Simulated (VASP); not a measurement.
The system is ZrH2.

```xyz
3
Lattice="3.4072 0.0000 0.0000 1.7036 2.9507 0.0000 1.7036 0.9836 2.7819" Properties=species:S:1:pos:R:3 pbc="T T T"
Zr    0.0000    0.0000    0.0000
H     5.1107    2.9507    2.0865
H     1.7036    0.9836    0.6955
```

* Program: VASP 6.6.1
* Task: relaxation of cell and atoms
* Functional: LDA
* Potentials or basis: VASP PAW LDA potentials, release 64 (Zr_sv, H)
* Cutoff: 600 eV
* k mesh: 5 × 5 × 5
* Occupations: gaussian, width 0.02 eV
* Spin: no spin polarisation

At the start: pressure -6.8 GPa; volume 9.32 Å³/atom.

**Question.** Where does the relaxation end?

**Answer.** Over 3 steps the energy falls by 10.1 meV/atom and the volume is 8.86 Å³/atom (-4.9 %); space group Fm-3m (No. 225, to 0.05 Å).

The path:
```tsv
step	energy change (eV)	largest force (eV/Å)	pressure (GPa)	volume (Å³)
1	0.0000	0.0000	-6.82	27.97
2	-0.0297	0.0000	1.15	26.39
3	-0.0304	0.0000	0.02	26.59
```

Final structure:
```yaml
crystal:
  lattice:
    - [3.35037, 0.00000, 0.00000]
    - [1.67519, 2.90151, 0.00000]
    - [1.67519, 0.96717, 2.73557]
  atoms:
    - { symbol: Zr, position: [0.00000, 0.00000, 0.00000] }
    - { symbol: H, position: [0.75000, 0.75000, 0.75000] }
    - { symbol: H, position: [0.25000, 0.25000, 0.25000] }
```

Caveat: the k points lie up to 0.46 Å⁻¹ apart in the final cell.
